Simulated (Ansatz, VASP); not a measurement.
Two plane-wave programs on Mg

```
Mg
1.0
     3.20170    0.00000    0.00000
    -1.60085    2.77275    0.00000
     0.00000    0.00000    5.19860
Mg
2
Direct
  0.33333 0.66667 0.25000
  0.66667 0.33333 0.75000
```

Alike in both runs: task single point; functional PBEsol; k mesh 9 × 9 × 5; occupations fermi-dirac, width 0.05 eV; no spin polarisation.

```csv
,VASP,Ansatz
version,VASP 6.6.1,Ansatz 0.2.0
potentials or method,"VASP PAW PBE potentials, release 64 (Mg), cutoff 520 eV","PAW, plane waves, scalar-relativistic"
valence electrons in the cell,4,20
```

```tsv
	VASP	Ansatz	Ansatz less VASP
pressure (GPa)	-1.0	-0.9	+0.06
traceless stress, the component that is largest in VASP (GPa)	0.09	0.08	-0.008
```

VASP's potentials were made for PBE, not for PBEsol. VASP's potentials hold 4 valence electrons a cell and Ansatz's 20, so a difference there can come from the potentials and not from the codes.
